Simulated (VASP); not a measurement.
Set up this calculation in VASP 6.6.1, as the native input.

```yaml
Task: single point
Functional: PBE
Potentials_or_basis: VASP PAW PBE potentials, release 64 (Mg, O)
Cutoff: 600 eV
k_mesh: 10 × 10 × 10
Occupations: gaussian, width 0.05 eV
Spin: no spin polarisation
Dipole_correction: no
Further_INCAR_settings: ALGO = Normal; EDIFF = 1e-06; NBANDS = 11
```

The structure of MgO lies in POSCAR:

```
MgO
1.0
    0.0000000000      2.1351500000      2.1351500000
    2.1351500000      0.0000000000      2.1351500000
    2.1351500000      2.1351500000      0.0000000000
Mg O
1 1
Direct
    0.0000000000      0.0000000000      0.0000000000
    0.5000000000      0.5000000000      0.5248380716
```

This cell differs from its parent crystal: all O atoms moved +0.075 Å, as atom 2 along Cartesian [1 1 0].

These files were run (other wordings do the same):

INCAR

```
  ALGO = Normal
  EDIFF = 1E-6
  ENCUT = 600
  GGA = PE
  GGA_COMPAT = F
  ISIF = 2
  ISMEAR = 0
  LASPH = T
  LCHARG = T
  LELF = T
  LREAL = F
  LVHAR = T
  LWAVE = F
  NBANDS = 11
  NELM = 120
  PREC = Accurate
  SIGMA = 0.05
```

KPOINTS

```
k-points
0
Gamma
  10 10 10
```

Potentials or basis: VASP PAW PBE potentials, release 64 (Mg, O).

Run with:

```bash
$ cat potpaw_PBE.64/Mg/POTCAR potpaw_PBE.64/O/POTCAR > POTCAR
$ mpirun -np 1 vasp_std > vasp.out
```

Results of the run:

```yaml
Pressure: -2.2 GPa
Largest_force: 0.341 eV/Å
Band_gap_on_the_k_mesh: 4.33 eV, direct
```

Caveat: the cell differs from its parent crystal (all O atoms moved +0.075 Å, as atom 2 along Cartesian [1 1 0]).

It used 52 s of CPU time on 1 thread of AMD EPYC 7R13 Processor (Zen 3), with other jobs on the host.
